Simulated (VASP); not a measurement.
# TiC (Fm-3m) in VASP: a series of runs

Aim: see how the results for TiC move with the level of theory and the settings. Levels: b88 exchange, pbe correlation, LDA. Tasks: single point.

Program: VASP 6.6.1. These are calculated values, not measurements. Logs are shortened: lines on timing, memory, paths and dates and some standing lists are left out, and cuts for length are marked.

### Step 1. The cell of the first run

The structure is cubic, space group Fm-3m (No. 225). Conventional cell: a = 4.388 Å, b = 4.388 Å, c = 4.388 Å, α = 90.00°, β = 90.00°, γ = 90.00°. Within 2.9 Å of Ti (site symmetry m-3m) lie 6 C at 2.19 Å. Within 2.9 Å of C (site symmetry m-3m) lie 6 Ti at 2.19 Å.

### Step 2. Single point, b88 exchange, pbe correlation

Contents of INCAR:

```
PREC     = Accurate       # precision mode
ENCUT    = 600            # plane-wave cutoff, eV
EDIFF    = 1E-6           # SCF threshold, eV
ISMEAR   = -1             # smearing method
SIGMA    = 0.05           # smearing width, eV
LREAL    = F              # projectors in reciprocal space
LASPH    = T              # aspherical terms in the spheres
NELM     = 120            # most SCF steps
ALGO     = Normal         # electronic algorithm
ISIF     = 2              # what is computed and relaxed
LWAVE    = F              # write WAVECAR
LCHARG   = F              # write CHGCAR
GGA      = LIBXC          # functional
LIBXC1   = GGA_X_B88    
LIBXC2   = GGA_C_PBE    
NBANDS   = 15             # bands
GGA_COMPAT= F
```

Contents of KPOINTS:

```
regular mesh
0
Gamma
  11 11 11
```

Contents of POSCAR:

```
TiC
1.0
    0.0000000000      2.1942184125      2.1942184125
    2.1942184125      0.0000000000      2.1942184125
    2.1942184125      2.1942184125      0.0000000000
Ti C
1 1
Direct
    0.0000000000      0.0000000000      0.0000000000
    0.5000000000      0.5000000000      0.5000000000
```

Potentials or basis: VASP PAW PBE potentials, release 64 (Ti_sv, C).

Command:

```sh
cat potpaw_PBE.64/Ti_sv/POTCAR potpaw_PBE.64/C/POTCAR > POTCAR
mpirun -np 1 vasp_std > vasp.out
```

OUTCAR:

```text
PREC = Accurate
   ENCUT = 600
   EDIFF = 1E-6
   ISMEAR = -1
   LREAL = F
   LASPH = T
   NELM = 120
   ISIF = 2
   GGA = LIBXC

 ion  position               nearest neighbor table
   1  0.000  0.000  0.000-   2 2.19   2 2.19   2 2.19   2 2.19   2 2.19   2 2.19
   2  0.500  0.500  0.500-   1 2.19   1 2.19   1 2.19   1 2.19   1 2.19   1 2.19

  LATTYP: Found a face centered cubic cell.
 ALAT       =     4.3884368250

  Lattice vectors:

 A1 = (   0.0000000000,   2.1942184125,   2.1942184125)
 A2 = (   2.1942184125,   0.0000000000,   2.1942184125)
 A3 = (   2.1942184125,   2.1942184125,   0.0000000000)

Analysis of symmetry for initial positions (statically):
=====================================================================
 Subroutine PRICEL returns:
 Original cell was already a primitive cell.

 Routine SETGRP: Setting up the symmetry group for a
 face centered cubic supercell.

 Subroutine GETGRP returns: Found 48 space group operations
 (whereof 48 operations were pure point group operations)
 out of a pool of 48 trial point group operations.

The static configuration has the point symmetry O_h .

Analysis of symmetry for dynamics (positions and initial velocities):
=====================================================================
 Subroutine PRICEL returns:
 Original cell was already a primitive cell.

 Routine SETGRP: Setting up the symmetry group for a
 face centered cubic supercell.

 Subroutine GETGRP returns: Found 48 space group operations
 (whereof 48 operations were pure point group operations)
 out of a pool of 48 trial point group operations.

The dynamic configuration has the point symmetry O_h .

 Subroutine INISYM returns: Found 48 space group operations
 (whereof 48 operations are pure point group operations),
 and found     1 'primitive' translations

----------------------------------------------------------------------------------------

                                     Primitive cell

  volume of cell :      21.1285

  direct lattice vectors                    reciprocal lattice vectors
     0.000000000  2.194218413  2.194218413    -0.227871572  0.227871572  0.227871572
     2.194218413  0.000000000  2.194218413     0.227871572 -0.227871572  0.227871572
     2.194218413  2.194218413  0.000000000     0.227871572  0.227871572 -0.227871572

  length of vectors
     3.103093438  3.103093438  3.103093438     0.394685141  0.394685141  0.394685141

  position of ions in fractional coordinates (direct lattice)
     0.000000000  0.000000000  0.000000000
     0.500000000  0.500000000  0.500000000

  ion indices of the primitive-cell ions
   primitive index   ion index
                 1           1
                 2           2

----------------------------------------------------------------------------------------

 KPOINTS: regular mesh

Automatic generation of k-mesh.
 Grid dimensions read from file:
 generate k-points for:   11   11   11

 Generating k-lattice:

  Cartesian coordinates                     Fractional coordinates (reciprocal lattice)
    -0.020715597  0.020715597  0.020715597     0.090909091  0.000000000  0.000000000
     0.020715597 -0.020715597  0.020715597     0.000000000  0.090909091  0.000000000
     0.020715597  0.020715597 -0.020715597     0.000000000  0.000000000  0.090909091

  Length of vectors
     0.035880467  0.035880467  0.035880467

  Shift w.r.t. Gamma in fractional coordinates (k-lattice)
     0.000000000  0.000000000  0.000000000

 Subroutine IBZKPT returns following result:
 ===========================================

 Found     56 irreducible k-points:

 Following reciprocal coordinates:
            Coordinates               Weight
  0.000000  0.000000  0.000000      1.000000
  0.090909  0.000000  0.000000      8.000000
  0.181818  0.000000  0.000000      8.000000
  0.272727  0.000000  0.000000      8.000000
  0.363636  0.000000  0.000000      8.000000
  0.454545  0.000000  0.000000      8.000000
[... 16 lines left out ...]
 -0.272727  0.181818  0.000000     24.000000
 -0.181818  0.181818  0.000000     12.000000
 [... further k-points ...]
   k-points           NKPTS =     56   k-points in BZ     NKDIM =     56   number of bands    NBANDS=     15
   number of dos      NEDOS =    301   number of ions     NIONS =      2
   total plane-waves  NPLWV =  21952
   dimension x,y,z NGX =    28 NGY =   28 NGZ =   28
   dimension x,y,z NGXF=    56 NGYF=   56 NGZF=   56
   ions per type =               1   1
   NGX,Y,Z   is equivalent  to a cutoff of  15.00, 15.00, 15.00 a.u.
   NGXF,Y,Z  is equivalent  to a cutoff of  30.00, 30.00, 30.00 a.u.
 SYSTEM =  unknown system
   PREC   = accura    normal or accurate (medium, high low for compatibility)
   ISTART =      0    job   : 0-new  1-cont  2-samecut
   ICHARG =      2    charge: 1-file 2-atom 10-const
   ISPIN  =      1    spin polarized calculation?
   LNONCOLLINEAR =      F non collinear calculations
   LSORBIT =      F    spin-orbit coupling
   LASPH  =      T    aspherical Exc in radial PAW
   ENCUT  =  600.0 eV  44.10 Ry    6.64 a.u.   6.20  6.20  6.20*2*pi/ulx,y,z
   NELM   =    120;   NELMIN=  2; NELMDL= -5     # of ELM steps
   EDIFF  = 0.1E-05   stopping-criterion for ELM
   LREAL  =      F    real-space projection
   EDIFFG = 0.1E-04   stopping-criterion for IOM
   NSW    =      0    number of steps for IOM
   IBRION =     -1    ionic relax: 0-MD 1-quasi-New 2-CG
   NFREE  =      0    steps in history (QN), initial steepest desc. (CG)
   ISIF   =      2    stress and relaxation
   ISYM   =      2    0-nonsym 1-usesym 2-fastsym
   POTIM  = 0.5000    time-step for ionic-motion
   TEBEG  =    0.0;   TEEND  =   0.0 temperature during run
   PSTRESS=    0.0 pullay stress
   NELECT =      16.0000    total number of electrons
   NUPDOWN=      -1.0000    fix difference up-down
   EMIN   =  10.00;   EMAX   =-10.00  energy-range for DOS
   EFERMI =   0.00;   METHOD = LEGACY
   ISMEAR =    -1;   SIGMA  =   0.05  broadening in eV -4-tet -1-fermi 0-gaus
   EFERMI_NEDOS =   21; number of points for ismear=-14 and -15
   IALGO  =     38    algorithm
   IMIX   =      4    mixing-type and parameters
     AMIX     =   0.40;   BMIX     =  1.00
     AMIX_MAG =   1.60;   BMIX_MAG =  1.00
  volume/ion in A,a.u.               =      10.56        71.29
  Fermi-wavevector in a.u.,A,eV,Ry     =   1.492193  2.819836 30.295272  2.226640
  Thomas-Fermi vector in A             =   2.604752
   LORBIT       =      0    0 simple, 1 ext, 2 COOP (PROOUT), +10 PAW based schemes
   GGA     = LIBXC    functional components
   LHFCALC =     F    Hartree Fock is set to
   AEXX    =    0.0000 exact exchange contribution
   IVDW    =     0    specifies the selected vdW correction
   LEPSILON=     F    determine dielectric tensor
   LRPA    =     F    only Hartree local field effects (RPA)
 non-spin polarized calculation
  energy-cutoff  :      600.00
  volume of cell :       21.13
 maximum number of plane-waves:       725
 NGX is ok and might be reduce to    28
   NGX = 13   NGY = 13   NGZ = 13

 number of electron      16.0000000 magnetization

 Free energy of the ion-electron system (eV)
  ---------------------------------------------------
  ext. energy  EPLUGINS =         0.00000000
  ---------------------------------------------------
  free energy    TOTEN  =       -18.46758719 eV

  energy without entropy =      -18.46515940  energy(sigma->0) =      -18.46637329

 E-fermi :   8.9818     XC(G=0): -12.5074

 val. band max:        8.8568552878   @ k =   0.1818   0.1818   0.0000
 cond. band min:       9.0740996602   @ k =   0.0909   0.0000   0.0000
 fundamental gap:      0.2172443724
 Fermi energy:         8.9818102218

 k-point     1 :       0.0000    0.0000    0.0000
  band No.  band energies     occupation
      1     -47.7747      2.00000
      2     -23.8393      2.00000
      3     -23.8393      2.00000
      4     -23.8393      2.00000
      5      -3.2822      2.00000
      6       9.5954      0.00001
      7       9.5954      0.00001
      8       9.5954      0.00001
      9      10.5348      0.00000
     10      10.5348      0.00000
     11      10.5493      0.00000
     12      10.5493      0.00000
     13      10.5493      0.00000
     14      18.8558      0.00000
     15      22.8731      0.00000

 k-point     2 :       0.0909    0.0000    0.0000
  band No.  band energies     occupation
      1     -47.7699      2.00000
      2     -23.8742      2.00000
      3     -23.8426      2.00000
      4     -23.8426      2.00000
      5      -3.1055      2.00000
      6       8.8152      1.93097
      7       9.0741      0.27274
      8       9.0741      0.27273
      9       9.8974      0.00000
     10       9.8974      0.00000
     11      10.9111      0.00000
     12      11.9618      0.00000
     13      11.9618      0.00000
     14      19.1856      0.00000
     15      22.8810      0.00000

 k-point     3 :       0.1818    0.0000    0.0000
  band No.  band energies     occupation
      1     -47.7570      2.00000
      2     -23.9669      2.00000
      3     -23.8517      2.00000
      4     -23.8517      2.00000
      5      -2.5984      2.00000
      6       7.4167      2.00000
      7       7.9851      2.00000
      8       7.9851      2.00000
      9      10.2211      0.00000
     10      10.2211      0.00000
     11      11.3125      0.00000
     12      13.4378      0.00000
     13      13.4378      0.00000
     14      19.7536      0.00000
     15      22.7328      0.00000
[... 343 lines left out ...]
 k-point    23 :      -0.2727    0.1818    0.0000
  band No.  band energies     occupation
      1     -47.7199      2.00000
      2     -24.1421      2.00000
      3     -23.9651      2.00000
      4     -23.8726      2.00000
      5      -0.9423      2.00000
      6       4.8354      2.00000
      7       6.4931      2.00000
      8       6.5378      2.00000
      9      10.8344      0.00000
     10      11.7095      0.00000
     11      12.4988      0.00000
     12      13.7640      0.00000
     13      16.4557      0.00000
     14      19.6869      0.00000
     15      22.2136      0.00000

 k-point    24 :      -0.1818    0.1818    0.0000
  band No.  band energies     occupation
      1     -47.7344      2.00000
      2     -24.0724      2.00000
      3     -23.9316      2.00000
      4     -23.8569      2.00000
      5      -1.6475      2.00000
      6       5.7777      2.00000
      7       6.8459      2.00000
      8       7.0757      2.00000
      9      10.3975      0.00000
     10      11.4205      0.00000
     11      12.3365      0.00000
     12      13.0310      0.00000
     13      15.8357      0.00000
     14      20.2998      0.00000
     15      22.1164      0.00000

 [... further k-points ...]

------------------------ aborting loop because EDIFF is reached ----------------------------------------

  FORCE on cell =-STRESS in cart. coord.  units (eV):
  Direction    XX          YY          ZZ          XY          YZ          ZX
  --------------------------------------------------------------------------------------
  -------------------------------------------------------------------------------------
  Total       -1.1615335     -1.1615335     -1.1615335     -0.0000000     -0.0000000      0.0000000
  in kB      -88.0790765    -88.0790765    -88.0790765     -0.0000000     -0.0000000      0.0000000
  external PRESSURE =     -88.0790765 kB  Pullay stress =       0.0000000 kB

 VOLUME and BASIS-vectors are now :
 -----------------------------------------------------------------------------
  energy-cutoff  :      600.00
  volume of cell :       21.13
      direct lattice vectors                 reciprocal lattice vectors
     0.000000000  2.194218413  2.194218413    -0.227871572  0.227871572  0.227871572
     2.194218413  0.000000000  2.194218413     0.227871572 -0.227871572  0.227871572
     2.194218413  2.194218413  0.000000000     0.227871572  0.227871572 -0.227871572

 POSITION                                       TOTAL-FORCE (eV/Angst)
 -----------------------------------------------------------------------------------
      0.00000      0.00000      0.00000         0.000000     -0.000000      0.000000
      2.19422      2.19422      2.19422         0.000000      0.000000     -0.000000
 -----------------------------------------------------------------------------------
    total drift:                               -0.000000      0.000000      0.000000

  FREE ENERGIE OF THE ION-ELECTRON SYSTEM (eV)
  ---------------------------------------------------
  free  energy   TOTEN  =       -18.4675871889 eV

  energy  without entropy=      -18.4651593983  energy(sigma->0) =      -18.46637329
```

It took 19 s on 1 thread of Intel Xeon 6975P-C (Granite Rapids), shared host; peak memory 0.17 GiB.

What came out:

```
Free energy            : -18.4676 eV
Pressure               : -8.8 GPa
Band gap on the k mesh : zero (bands 8 and 9 overlap by 1.07 eV)
```

Caveat: the cell stands under tension; the PAW data sets were made with another functional, which shifts forces and pressure a little.

### Step 3. Single point, b88 exchange, pbe correlation

This run uses another cell than the first one, of 10.77 Å³/atom.

Contents of INCAR:

```
SYSTEM = TiC
PREC = Accurate
ENCUT = 600
EDIFF = 1E-6
ISMEAR = -1
SIGMA = 0.05
LREAL = .False.
LASPH = .True.
NELM = 120
ALGO = Normal
ISIF = 2
LWAVE = .False.
LCHARG = .True.
GGA = LIBXC
LIBXC1 = GGA_X_B88
LIBXC2 = GGA_C_PBE
LELF = .True.
LVHAR = .True.
NBANDS = 15
GGA_COMPAT = .False.
```

Contents of KPOINTS:

```
Automatic mesh
0
Gamma
  11 11 11
  0 0 0
```

Contents of POSCAR:

```
TiC
1.0
    0.0000000000      2.2081947028      2.2081947028
    2.2081947028      0.0000000000      2.2081947028
    2.2081947028      2.2081947028      0.0000000000
Ti C
1 1
Direct
    0.0000000000      0.0000000000      0.0000000000
    0.5000000000      0.5000000000      0.5000000000
```

Potentials or basis: VASP PAW PBE potentials, release 64 (Ti_sv, C).

Command:

```sh
cat potpaw_PBE.64/Ti_sv/POTCAR potpaw_PBE.64/C/POTCAR > POTCAR
mpirun -np 1 vasp_std > vasp.out
```

It took 22 s on 1 thread of Intel Xeon 6975P-C (Granite Rapids), shared host; peak memory 0.17 GiB.

It converged, with:

```yaml
Free_energy: -18.4411 eV
Pressure: -12.5 GPa
Band_gap_on_the_k_mesh: zero (bands 8 and 9 overlap by 1.06 eV)
```

Levels at points of the mesh, in eV from the Fermi level:
```
           k point  band 6  band 7  band 8  band 9  band 10  band 11
(0.00, 0.00, 0.00)    0.61    0.61    0.61    1.51     1.51     1.55
```

Caveat: the cell stands under tension; the PAW data sets were made with another functional, which shifts forces and pressure a little.

### Step 4. Single point, LDA

This run uses another cell than the first one, of 9.67 Å³/atom.

Contents of INCAR:

```
ALGO = Normal
EDIFF = 1E-6
ENCUT = 520
GGA = CA
ISIF = 2
ISMEAR = -1
LASPH = True
LCHARG = False
LREAL = False
LWAVE = False
NBANDS = 15
NELM = 60
PREC = Accurate
SIGMA = 0.05
```

Contents of KPOINTS:

```
k-points
0
Gamma
  11 11 11
```

Contents of POSCAR:

```
TiC
1.0
    0.0000000000      2.1305063520      2.1305063520
    2.1305063520      0.0000000000      2.1305063520
    2.1305063520      2.1305063520      0.0000000000
Ti C
1 1
Direct
    0.0000000000      0.0000000000      0.0000000000
    0.5000000000      0.5000000000      0.5000000000
```

Potentials or basis: VASP PAW LDA potentials, release 64 (Ti_sv, C).

Command:

```sh
cat potpaw_LDA.64/Ti_sv/POTCAR potpaw_LDA.64/C/POTCAR > POTCAR
mpirun -np 1 vasp_std > vasp.out
```

Wall time 24 s (1 thread of AMD EPYC 7R13, shared host); peak memory 0.11 GiB.

It converged, with:

| Quantity | Value |
| --- | --- |
| Free energy | -20.5397 eV |
| Pressure | 0.7 GPa |
| Band gap on the k mesh | zero (bands 8 and 9 overlap by 1.06 eV) |

Levels at points of the mesh, in eV from the Fermi level:
| k point | band 5 | band 6 | band 7 | band 8 | band 9 | band 10 | band 11 | band 12 |
| --- | --- | --- | --- | --- | --- | --- | --- | --- |
| (0.00, 0.00, 0.00) | -12.49 | 0.59 | 0.59 | 0.59 | 1.69 | 1.69 | 1.69 | 1.76 |

### Step 5. Summary

| level | potentials or basis | cell | cutoff (eV) | gap on the mesh (eV) | pressure (GPa) |
| --- | --- | --- | --- | --- | --- |
| b88 exchange, pbe correlation | VASP PAW PBE potentials, release 64 (Ti_sv, C) | a = 3.103 Å, angles 60.0°, 2 atoms | 600 | none | -8.8 |
| b88 exchange, pbe correlation | VASP PAW PBE potentials, release 64 (Ti_sv, C) | a = 3.123 Å, angles 60.0°, 2 atoms | 600 | none | -12.5 |
| LDA | VASP PAW LDA potentials, release 64 (Ti_sv, C) | a = 3.013 Å, angles 60.0°, 2 atoms | 520 | none | 0.7 |

Alike in all rows: task single point; no spin polarisation; k mesh 11 × 11 × 11; smearing fermi-dirac 0.05 eV.

Caveats: the cell stands under tension (at least some runs); the PAW data sets were made with another functional, which shifts forces and pressure a little (at least some runs).

Total energies depend on the potentials used, so only differences within one code and one set of settings carry meaning.
